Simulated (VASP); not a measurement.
# Ni2TeO2 (Immm) in VASP: further runs

The runs below take Ni2TeO2 through single point, with PBE.

Everything below comes from runs of VASP 6.6.1. Logs are shortened: lines on timing, memory, paths and dates and some standing lists are left out, and cuts for length are marked.

**1. The cell of the first run**

The structure is orthorhombic, space group Immm (No. 71). Conventional cell: a = 3.486 Å, b = 3.573 Å, c = 11.104 Å, α = 90.00°, β = 90.00°, γ = 90.00°. Ni (site symmetry mm2) has 4 O at 1.84 to 2.17 Å within 2.4 Å. Te (site symmetry mmm) has 4 Ni at 2.59 Å and 10 O at 3.21 to 3.42 Å and 4 Te at 3.49 to 3.57 Å within 3.6 Å. Within 2.4 Å of O (site symmetry mm2) lie 4 Ni at 1.84 to 2.17 Å.

**2. Single point, PBE**

Input file INCAR:

```
PREC     = Accurate       # precision mode
ENCUT    = 520            # plane-wave cutoff, eV
EDIFF    = 1E-7           # SCF threshold, eV
ISMEAR   = 0              # smearing method
SIGMA    = 0.1            # smearing width, eV
LREAL    = False          # projectors in reciprocal space
LASPH    = True           # aspherical terms in the spheres
NELM     = 80             # most SCF steps
ALGO     = Normal         # electronic algorithm
ISIF     = 2              # what is computed and relaxed
LWAVE    = False          # write WAVECAR
LCHARG   = True           # write CHGCAR
GGA      = PE             # functional
LELF     = True           # ELF
LVHAR    = True         
NBANDS   = 27             # bands
```

Input file KPOINTS:

```
Automatic mesh
0
Gamma
  12 12 12
```

Input file POSCAR:

```
Ni2TeO2
1.0
   -1.7427659497      1.7866980658      5.5518701842
    1.7427659497     -1.7866980658      5.5518701842
    1.7427659497      1.7866980658     -5.5518701842
Ni Te O
2 1 2
Direct
    0.8271949331      0.3271949331      0.5000000000
    0.1728050669      0.6728050669      0.5000000000
    0.0000000000      0.0000000000      0.0000000000
    0.2893191548      0.2893191548      0.0000000000
    0.7106808452      0.7106808452      0.0000000000
```

Potentials or basis: VASP PAW PBE potentials, release 64 (Ni, Te, O).

The run is started by

```sh
$ cat potpaw_PBE.64/Ni/POTCAR potpaw_PBE.64/Te/POTCAR potpaw_PBE.64/O/POTCAR > POTCAR
$ mpirun -np 1 vasp_std > vasp.out
```

OUTCAR:

```text
PREC = Accurate
   ENCUT = 520
   EDIFF = 1E-7
   ISMEAR = 0
   LREAL = False
   LASPH = True
   NELM = 80
   ISIF = 2
   GGA = PE

 ion  position               nearest neighbor table
   1  0.827  0.327  0.500-   4 1.84   4 1.84   5 2.17   5 2.17   3 2.59   3 2.59   2 3.03   2 3.03
                             2 3.03   2 3.03
   2  0.173  0.673  0.500-   5 1.84   5 1.84   4 2.17   4 2.17   3 2.59   3 2.59   1 3.03   1 3.03
                             1 3.03   1 3.03
   3  0.000  0.000  0.000-   2 2.59   1 2.59   2 2.59   1 2.59
   4  0.289  0.289  0.000-   1 1.84   1 1.84   2 2.17   2 2.17
   5  0.711  0.711  0.000-   2 1.84   2 1.84   1 2.17   1 2.17

  LATTYP: Found a body centered orthorhombic cell.
 ALAT       =     3.4855318994
 B/A-ratio  =     1.0252082709
 C/A-ratio  =     3.1856659726

  Lattice vectors:

 A1 = (  -1.7427659497,   1.7866980658,   5.5518701842)
 A2 = (   1.7427659497,  -1.7866980658,   5.5518701842)
 A3 = (   1.7427659497,   1.7866980658,  -5.5518701842)

Analysis of symmetry for initial positions (statically):
=====================================================================
 Subroutine PRICEL returns:
 Original cell was already a primitive cell.

 Routine SETGRP: Setting up the symmetry group for a
 body centered orthorhombic supercell.

 Subroutine GETGRP returns: Found  8 space group operations
 (whereof  8 operations were pure point group operations)
 out of a pool of  8 trial point group operations.

The static configuration has the point symmetry D_2h.

Analysis of symmetry for dynamics (positions and initial velocities):
=====================================================================
 Subroutine PRICEL returns:
 Original cell was already a primitive cell.

 Routine SETGRP: Setting up the symmetry group for a
 body centered orthorhombic supercell.

 Subroutine GETGRP returns: Found  8 space group operations
 (whereof  8 operations were pure point group operations)
 out of a pool of  8 trial point group operations.

The dynamic configuration has the point symmetry D_2h.

 Subroutine INISYM returns: Found  8 space group operations
 (whereof  8 operations are pure point group operations),
 and found     1 'primitive' translations

----------------------------------------------------------------------------------------

[... 98 lines left out ...]
   EDIFF  = 0.1E-06   stopping-criterion for ELM
   LREAL  =      F    real-space projection
   EDIFFG = 0.1E-05   stopping-criterion for IOM
   NSW    =      0    number of steps for IOM
   IBRION =     -1    ionic relax: 0-MD 1-quasi-New 2-CG
   NFREE  =      0    steps in history (QN), initial steepest desc. (CG)
   ISIF   =      2    stress and relaxation
   ISYM   =      2    0-nonsym 1-usesym 2-fastsym
   POTIM  = 0.5000    time-step for ionic-motion
   TEBEG  =    0.0;   TEEND  =   0.0 temperature during run
   PSTRESS=    0.0 pullay stress
   NELECT =      38.0000    total number of electrons
   NUPDOWN=      -1.0000    fix difference up-down
   EMIN   =  10.00;   EMAX   =-10.00  energy-range for DOS
   EFERMI =   0.00;   METHOD = LEGACY
   ISMEAR =     0;   SIGMA  =   0.10  broadening in eV -4-tet -1-fermi 0-gaus
   EFERMI_NEDOS =   21; number of points for ismear=-14 and -15
   IALGO  =     38    algorithm
   IMIX   =      4    mixing-type and parameters
     AMIX     =   0.40;   BMIX     =  1.00
     AMIX_MAG =   1.60;   BMIX_MAG =  1.00
  volume/ion in A,a.u.               =      13.83        93.33
  Fermi-wavevector in a.u.,A,eV,Ry     =   1.340930  2.533991 24.464553  1.798094
  Thomas-Fermi vector in A             =   2.469204
   LORBIT       =      0    0 simple, 1 ext, 2 COOP (PROOUT), +10 PAW based schemes
   GGA     = PE    functional components
   LHFCALC =     F    Hartree Fock is set to
   AEXX    =    0.0000 exact exchange contribution
   IVDW    =     0    specifies the selected vdW correction
   LEPSILON=     F    determine dielectric tensor
   LRPA    =     F    only Hartree local field effects (RPA)
 non-spin polarized calculation
 Gauss-broadening in eV      SIGMA  =   0.10
  energy-cutoff  :      520.00
  volume of cell :       69.15
 maximum number of plane-waves:      1901
 NGX is ok and might be reduce to    48
   NGX = 23   NGY = 23   NGZ = 23

 number of electron      37.9999999 magnetization

 Free energy of the ion-electron system (eV)
  ---------------------------------------------------
  ext. energy  EPLUGINS =         0.00000000
  ---------------------------------------------------
  free energy    TOTEN  =       -26.49066096 eV

  energy without entropy =      -26.47876636  energy(sigma->0) =      -26.48471366

 E-fermi :   6.5930     XC(G=0): -11.0403

 val. band max:        6.5926197399   @ k =  -0.0833  -0.1667   0.0833
 cond. band min:       6.6071555004   @ k =  -0.0833   0.4167   0.0833
 fundamental gap:      0.0145357606
 Fermi energy:         6.5929885054

 k-point     1 :       0.0000    0.0000    0.0000
  band No.  band energies     occupation
      1     -12.7530      2.00000
      2     -11.3179      2.00000
      3      -5.6111      2.00000
      4       0.4047      2.00000
      5       0.5781      2.00000
      6       1.5493      2.00000
[... 709 lines left out ...]
     26      14.8034      0.00000
     27      15.8227      0.00000

 [... further k-points ...]

------------------------ aborting loop because EDIFF is reached ----------------------------------------

  FORCE on cell =-STRESS in cart. coord.  units (eV):
  Direction    XX          YY          ZZ          XY          YZ          ZX
  --------------------------------------------------------------------------------------
  -------------------------------------------------------------------------------------
  Total       -0.0134701      0.2819919     -0.0527567      0.0000000      0.0000000      0.0000000
  in kB       -0.3120991      6.5336771     -1.2223583      0.0000000      0.0000000      0.0000000
  external PRESSURE =       1.6664065 kB  Pullay stress =       0.0000000 kB

 VOLUME and BASIS-vectors are now :
 -----------------------------------------------------------------------------
  energy-cutoff  :      520.00
  volume of cell :       69.15
      direct lattice vectors                 reciprocal lattice vectors
    -1.742765950  1.786698066  5.551870184     0.000000000  0.279845828  0.090059743
     1.742765950 -1.786698066  5.551870184     0.286900258  0.000000000  0.090059743
     1.742765950  1.786698066 -5.551870184     0.286900258  0.279845828  0.000000000

 POSITION                                       TOTAL-FORCE (eV/Angst)
 -----------------------------------------------------------------------------------
      0.00000      1.78670      3.63309         0.000000      0.000000      0.000982
      1.74277     -0.00000      1.91878        -0.000000     -0.000000     -0.000982
      0.00000      0.00000      0.00000        -0.000000      0.000000      0.000000
      0.00000      0.00000      3.21252         0.000000     -0.000000     -0.004878
      0.00000      0.00000      7.89122        -0.000000      0.000000      0.004878
 -----------------------------------------------------------------------------------
    total drift:                               -0.000000      0.000000     -0.000000

  FREE ENERGIE OF THE ION-ELECTRON SYSTEM (eV)
  ---------------------------------------------------
  free  energy   TOTEN  =       -26.4906609598 eV

  energy  without entropy=      -26.4787663573  energy(sigma->0) =      -26.48471366
```

OSZICAR:

```text
N       E                     dE             d eps       ncg     rms          rms(c)
DAV:   1     0.313706945156E+03    0.31371E+03   -0.17457E+04 15136   0.157E+03
DAV:   2     0.739110734035E+01   -0.30632E+03   -0.28831E+03 15767   0.356E+02
DAV:   3    -0.322387075540E+02   -0.39630E+02   -0.38488E+02 17320   0.140E+02
DAV:   4    -0.335174805025E+02   -0.12788E+01   -0.12723E+01 17962   0.259E+01
DAV:   5    -0.335428418597E+02   -0.25361E-01   -0.25352E-01 17817   0.372E+00    0.247E+01
DAV:   6    -0.375829058376E+02   -0.40401E+01   -0.65486E+01 19408   0.140E+02    0.381E+01
DAV:   7    -0.262710856970E+02    0.11312E+02   -0.24257E+01 18655   0.113E+02    0.690E+00
DAV:   8    -0.265095604773E+02   -0.23847E+00   -0.48706E+00 16705   0.128E+01    0.372E+00
DAV:   9    -0.264948280534E+02    0.14732E-01   -0.11246E-01 22929   0.476E+00    0.137E+00
DAV:  10    -0.264916946965E+02    0.31334E-02   -0.20815E-02 16815   0.119E+00    0.117E+00
DAV:  11    -0.264921778270E+02   -0.48313E-03   -0.15018E-02 20617   0.176E+00    0.323E-01
DAV:  12    -0.264905936066E+02    0.15842E-02   -0.37749E-03 23075   0.972E-01    0.746E-02
DAV:  13    -0.264906537506E+02   -0.60144E-04   -0.65982E-04 16245   0.172E-01    0.328E-02
DAV:  14    -0.264906685660E+02   -0.14815E-04   -0.61070E-05 18037   0.574E-02    0.379E-02
DAV:  15    -0.264906634578E+02    0.51082E-05   -0.16750E-05 21056   0.424E-02    0.155E-02
DAV:  16    -0.264906607547E+02    0.27031E-05   -0.11347E-05 24416   0.551E-02    0.279E-03
DAV:  17    -0.264906610035E+02   -0.24881E-06   -0.22816E-06 16209   0.114E-02    0.243E-03
DAV:  18    -0.264906609598E+02    0.43732E-07   -0.38185E-07 15790   0.475E-03
   1 F= -.26490661E+02 E0= -.26484714E+02  d E =-.118946E-01
```

Run time: 39 min. Hardware: 1 thread of Intel Xeon 8259CL, shared host; peak memory 0.71 GiB.

What came out:

- Free energy: -26.4907 eV
- Pressure: 0.2 GPa
- Largest force: 0.005 eV/Å
- Band gap on the k mesh: zero (bands 19 and 20 overlap by 0.52 eV)

Forces in eV/Å, atoms in the order of the input:
```
Ni   0.000  0.000  0.001
Ni   0.000  0.000 -0.001
Te   0.000  0.000  0.000
O    0.000  0.000 -0.005
O    0.000  0.000  0.005
```

Caveat: spin-orbit coupling is left out, which moves the levels of the heavy elements; the run has no spin polarisation, though such a crystal can be magnetic; semilocal functionals often make such compounds metallic where correlation or magnetic order opens a gap, which also shifts bond lengths.

**3. Single point, PBE (14.24 Å³/atom)**

This run uses another cell than the first one, of 14.24 Å³/atom.

Input file INCAR:

```
SYSTEM = Ni2TeO2
PREC     = Accurate       ! precision mode
ENCUT    = 520            ! plane-wave cutoff, eV
EDIFF    = 1E-6           ! SCF threshold, eV
ISMEAR   = 0              ! smearing method
SIGMA    = 0.1            ! smearing width, eV
LREAL    = .FALSE.        ! projectors in reciprocal space
LASPH    = .TRUE.         ! aspherical terms in the spheres
NELM     = 80             ! most SCF steps
ALGO     = Normal         ! electronic algorithm
ISIF     = 2              ! what is computed and relaxed
LWAVE    = .FALSE.        ! write WAVECAR
LCHARG   = .TRUE.         ! write CHGCAR
GGA      = PE             ! functional
LELF     = .TRUE.         ! ELF
LVHAR    = .TRUE.       
NBANDS   = 27             ! bands
```

Input file KPOINTS:

```
regular mesh
0
G
  12 12 12
  0 0 0
```

Input file POSCAR:

```
Ni2TeO2
1.0
   -1.7631218202      1.7952900491      5.6253534729
    1.7631218202     -1.7952900491      5.6253534729
    1.7631218202      1.7952900491     -5.6253534729
Ni Te O
2 1 2
Direct
    0.8264614972      0.3264614972      0.5000000000
    0.1735385028      0.6735385028      0.5000000000
    0.0000000000      0.0000000000      0.0000000000
    0.2884300763      0.2884300763      0.0000000000
    0.7115699237      0.7115699237      0.0000000000
```

Potentials or basis: VASP PAW PBE potentials, release 64 (Ni, Te, O).

The run is started by

```sh
$ cat potpaw_PBE.64/Ni/POTCAR potpaw_PBE.64/Te/POTCAR potpaw_PBE.64/O/POTCAR > POTCAR
$ mpirun -np 1 vasp_std > vasp.out
```

OUTCAR:

```text
SYSTEM = Ni2TeO2
   PREC = Accurate
   ENCUT = 520
   EDIFF = 1E-6
   ISMEAR = 0
   LREAL = .FALSE.
   LASPH = .TRUE.
   NELM = 80
   ISIF = 2
   GGA = PE

 ion  position               nearest neighbor table
   1  0.826  0.326  0.500-   4 1.85   4 1.85   5 2.19   5 2.19   3 2.63   3 2.63   2 3.05   2 3.05
                             2 3.05   2 3.05
   2  0.174  0.674  0.500-   5 1.85   5 1.85   4 2.19   4 2.19   3 2.63   3 2.63   1 3.05   1 3.05
                             1 3.05   1 3.05
   3  0.000  0.000  0.000-   2 2.63   1 2.63   2 2.63   1 2.63
   4  0.288  0.288  0.000-   1 1.85   1 1.85   2 2.19   2 2.19
   5  0.712  0.712  0.000-   2 1.85   2 1.85   1 2.19   1 2.19

  LATTYP: Found a body centered orthorhombic cell.
 ALAT       =     3.5262436404
 B/A-ratio  =     1.0182450404
 C/A-ratio  =     3.1905642642

  Lattice vectors:

 A1 = (  -1.7631218202,   1.7952900491,   5.6253534729)
 A2 = (   1.7631218202,  -1.7952900491,   5.6253534729)
 A3 = (   1.7631218202,   1.7952900491,  -5.6253534729)

Analysis of symmetry for initial positions (statically):
=====================================================================
 Subroutine PRICEL returns:
[... 182 lines left out ...]
 fundamental gap:      0.0083671027
 Fermi energy:         6.2215741161

 k-point     1 :       0.0000    0.0000    0.0000
  band No.  band energies     occupation
      1     -12.9750      2.00000
      2     -11.5940      2.00000
      3      -5.8350      2.00000
      4       0.2187      2.00000
      5       0.3435      2.00000
      6       1.2818      2.00000
[... 709 lines left out ...]
     26      14.3046      0.00000
     27      15.2908      0.00000

 [... further k-points ...]

------------------------ aborting loop because EDIFF is reached ----------------------------------------

  FORCE on cell =-STRESS in cart. coord.  units (eV):
  Direction    XX          YY          ZZ          XY          YZ          ZX
  --------------------------------------------------------------------------------------
  -------------------------------------------------------------------------------------
  Total       -1.4643459     -1.2118843     -1.5030142      0.0000000      0.0000000      0.0000000
  in kB      -32.9402960    -27.2612021    -33.8101349      0.0000000      0.0000000      0.0000000
  external PRESSURE =     -31.3372110 kB  Pullay stress =       0.0000000 kB

 VOLUME and BASIS-vectors are now :
 -----------------------------------------------------------------------------
  energy-cutoff  :      520.00
  volume of cell :       71.22
      direct lattice vectors                 reciprocal lattice vectors
    -1.763121820  1.795290049  5.625353473     0.000000000  0.278506529  0.088883303
     1.763121820 -1.795290049  5.625353473     0.283587892  0.000000000  0.088883303
     1.763121820  1.795290049 -5.625353473     0.283587892  0.278506529  0.000000000

 POSITION                                       TOTAL-FORCE (eV/Angst)
 -----------------------------------------------------------------------------------
      0.00000      1.79529      3.67292        -0.000000      0.000000     -0.004377
      1.76312      0.00000      1.95243         0.000000      0.000000      0.004377
      0.00000      0.00000      0.00000         0.000000     -0.000000      0.000000
      0.00000      0.00000      3.24504        -0.000000      0.000000      0.003601
      0.00000      0.00000      8.00566         0.000000     -0.000000     -0.003601
 -----------------------------------------------------------------------------------
    total drift:                                0.000000     -0.000000      0.000000

  FREE ENERGIE OF THE ION-ELECTRON SYSTEM (eV)
  ---------------------------------------------------
  free  energy   TOTEN  =       -26.4709441554 eV

  energy  without entropy=      -26.4586601039  energy(sigma->0) =      -26.46480213
```

OSZICAR:

```text
N       E                     dE             d eps       ncg     rms          rms(c)
DAV:   1     0.313618431381E+03    0.31362E+03   -0.17397E+04 15128   0.156E+03
DAV:   2     0.794291903863E+01   -0.30568E+03   -0.28799E+03 15878   0.354E+02
DAV:   3    -0.322286249374E+02   -0.40172E+02   -0.39003E+02 17213   0.139E+02
DAV:   4    -0.335454500075E+02   -0.13168E+01   -0.13100E+01 17988   0.262E+01
DAV:   5    -0.335716869862E+02   -0.26237E-01   -0.26226E-01 17679   0.378E+00    0.244E+01
DAV:   6    -0.381935235866E+02   -0.46218E+01   -0.67125E+01 19497   0.140E+02    0.388E+01
DAV:   7    -0.262628897732E+02    0.11931E+02   -0.24410E+01 18670   0.111E+02    0.667E+00
DAV:   8    -0.264896222577E+02   -0.22673E+00   -0.49931E+00 16828   0.135E+01    0.365E+00
DAV:   9    -0.264753497188E+02    0.14273E-01   -0.12348E-01 22923   0.549E+00    0.139E+00
DAV:  10    -0.264716021121E+02    0.37476E-02   -0.21805E-02 17882   0.151E+00    0.108E+00
DAV:  11    -0.264717146106E+02   -0.11250E-03   -0.10093E-02 19437   0.144E+00    0.282E-01
DAV:  12    -0.264709229726E+02    0.79164E-03   -0.22303E-03 23273   0.100E+00    0.729E-02
DAV:  13    -0.264709345260E+02   -0.11553E-04   -0.44783E-04 22469   0.238E-01    0.362E-02
DAV:  14    -0.264709505673E+02   -0.16041E-04   -0.48828E-05 16965   0.529E-02    0.254E-02
DAV:  15    -0.264709431666E+02    0.74007E-05   -0.19985E-05 17303   0.556E-02    0.821E-03
DAV:  16    -0.264709441554E+02   -0.98881E-06   -0.34445E-06 16746   0.109E-02
   1 F= -.26470944E+02 E0= -.26464802E+02  d E =-.122841E-01
```

stdout:

```text
POSCAR found type information on POSCAR NiTeO
 POSCAR found :  3 types and       5 ions
 scaLAPACK will be used
 LDA part: xc-table for (Slater+PW92), standard interpolation
 POSCAR, INCAR and KPOINTS ok, starting setup
 FFT: planning ... GRIDC
 FFT: planning ... GRID_SOFT
 FFT: planning ... GRID
 WAVECAR not read
 entering main loop
```

It took 39 min on 1 thread of Intel Xeon 8259CL, shared host; peak memory 0.71 GiB.

What came out:

```
Free energy            : -26.4709 eV
Pressure               : -3.1 GPa
Largest force          : 0.004 eV/Å
Band gap on the k mesh : zero (bands 19 and 20 overlap by 0.50 eV)
```

Forces in eV/Å, atoms in the order of the input:
```
Ni   0.000  0.000 -0.004
Ni   0.000  0.000  0.004
Te   0.000  0.000  0.000
O    0.000  0.000  0.004
O    0.000  0.000 -0.004
```

Stress tensor (GPa, compression positive):
```
-3.29  0.00  0.00
 0.00 -2.73  0.00
 0.00  0.00 -3.38
```

Levels at points of the mesh, in eV from the Fermi level:
```
           k point  band 17  band 18  band 19  band 20  band 21  band 22
(0.00, 0.00, 0.00)    -0.94    -0.90     0.19     0.59     1.19     1.39
(0.50, 0.00, 0.00)    -0.46    -0.27     0.12     0.48     1.22     2.11
(0.00, 0.50, 0.00)    -0.95    -0.90    -0.72    -0.08     1.23     1.52
(0.50, 0.50, 0.00)    -0.98    -0.60    -0.50     0.70     1.19     1.45
(0.50, 0.50, 0.50)    -1.01    -0.73    -0.47     0.67     1.29     1.97
```

Caveat: the cell stands under tension; spin-orbit coupling is left out, which moves the levels of the heavy elements; the run has no spin polarisation, though such a crystal can be magnetic; semilocal functionals often make such compounds metallic where correlation or magnetic order opens a gap, which also shifts bond lengths. With open d or f shells a metallic result of PBE can be an artefact of self-interaction; +U or a hybrid may open a gap.
